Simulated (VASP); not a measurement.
Set up this calculation in VASP 6.6.1, as the native input.

- Task: single point
- Functional: PBE
- Potentials or basis: VASP PAW PBE potentials, release 64 (In_d, Sb)
- Cutoff: 520 eV
- k mesh: 12 × 12 × 12
- Occupations: gaussian, width 0.15 eV
- Spin: no spin polarisation
- Dipole correction: no
- Further INCAR settings: ALGO = Normal; EDIFF = 1e-06; NBANDS = 16

The structure of InSb lies in POSCAR:

```
InSb
1.0
    0.0000000000      2.9799720000      2.9799720000
    2.9799720000      0.0000000000      2.9799720000
    2.9799720000      2.9799720000      0.0000000000
In Sb
1 1
Direct
    0.0000000000      0.0000000000      0.0000000000
    0.7500000000      0.7500000000      0.7500000000
```

This cell differs from its parent crystal: strain -0.080 along x and y, -0.080 along z.

These files were run (other wordings do the same):

INCAR

```
PREC     = Accurate       # precision mode
ENCUT    = 520            # plane-wave cutoff, eV
EDIFF    = 1E-6           # SCF threshold, eV
ISMEAR   = 0              # smearing method
SIGMA    = 0.15           # smearing width, eV
LREAL    = F              # projectors in reciprocal space
LASPH    = T              # aspherical terms in the spheres
NELM     = 100            # most SCF steps
ALGO     = Normal         # electronic algorithm
ISIF     = 2              # what is computed and relaxed
LWAVE    = F              # write WAVECAR
LCHARG   = T              # write CHGCAR
GGA      = PE             # functional
LELF     = T              # ELF
LVHAR    = T            
NBANDS   = 16             # bands
```

KPOINTS

```
regular mesh
0
Gamma
  12 12 12
```

Potentials or basis: VASP PAW PBE potentials, release 64 (In_d, Sb).

Launch:

```sh
$ cat potpaw_PBE.64/In_d/POTCAR potpaw_PBE.64/Sb/POTCAR > POTCAR
$ mpirun -np 1 vasp_std > vasp.out
```

It gave:

```
Pressure               : 25.6 GPa
Band gap on the k mesh : 0.73 eV, indirect (least direct gap 1.32 eV)
```

Caveat: the cell differs from its parent crystal (strain -0.080 along x and y, -0.080 along z); spin-orbit coupling is left out, which moves the levels of the heavy elements.

It took 17 s on 1 thread of Intel(R) Xeon(R) 6975P-C (Granite Rapids), on a shared host, peak memory 0.21 GiB.
